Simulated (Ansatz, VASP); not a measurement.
## One calculation of NbRu3, two programs

```
Nb Ru
1.0
     3.86702    0.00000    0.00000
     0.00000    3.86702    0.00000
     0.00000    0.00000    3.86702
Nb Ru
1 3
Direct
  0.00000 0.00000 0.00000
  0.00000 0.50000 0.50000
  0.50000 0.00000 0.50000
  0.50000 0.50000 0.00000
```

Change from the starting cell: volume scaled by 0.99.

Alike in both runs: task single point; functional LDA; k mesh 9 × 9 × 9; occupations fermi-dirac, width 0.05 eV; no spin polarisation.

```csv
,VASP,Ansatz
version,VASP 6.6.1,Ansatz 0.2.0
potentials or method,"VASP PAW LDA potentials, release 64 (Nb_sv, Ru_pv), cutoff 520 eV","all-electron LAPW, scalar-relativistic"
```

|  | VASP | Ansatz | Ansatz less VASP |
| --- | --- | --- | --- |
| pressure (GPa) | -8.3 | -8.7 | -0.41 |

LDA's correlation is that of Perdew and Zunger in VASP and of Perdew and Wang (1992) in Ansatz. Ansatz ran all-electron here, and VASP with PAW potentials.
